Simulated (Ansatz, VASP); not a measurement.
TaN: VASP beside Ansatz

```xyz
2
Lattice="0.0000 2.1743 2.1743 2.1743 0.0000 2.1743 2.1743 2.1743 0.0000" Properties=species:S:1:pos:R:3 pbc="T T T"
Ta    2.1743    2.1743    2.1743
N     0.0000    0.0000    0.0000
```

Alike in both runs: functional LDA; k mesh 16 × 16 × 16; occupations gaussian, width 0.1 eV; no spin polarisation.

Ansatz relaxed the structure, and its values are those at the end. VASP's run is a single point on that final structure, the one shown.

```csv
,VASP,Ansatz
version,VASP 6.6.1,Ansatz 0.2.0
potentials or method,"VASP PAW LDA potentials, release 64 (Ta_sv_GW, N_h), cutoff 1330 eV","scalar-relativistic, plane waves, PAW"
valence electrons in the cell,18,18
```

|  | VASP | Ansatz | Ansatz less VASP |
| --- | --- | --- | --- |
| gap on the k mesh at the Fermi level (eV) | none | none | - |
| pressure (GPa) | 1.1 | 0.0 | -1.17 |

LDA's correlation is that of Perdew and Zunger in VASP and of Perdew and Wang (1992) in Ansatz. A gap of «none» marks a metal or a gap that the smearing closes.

Spin-orbit coupling is off throughout.
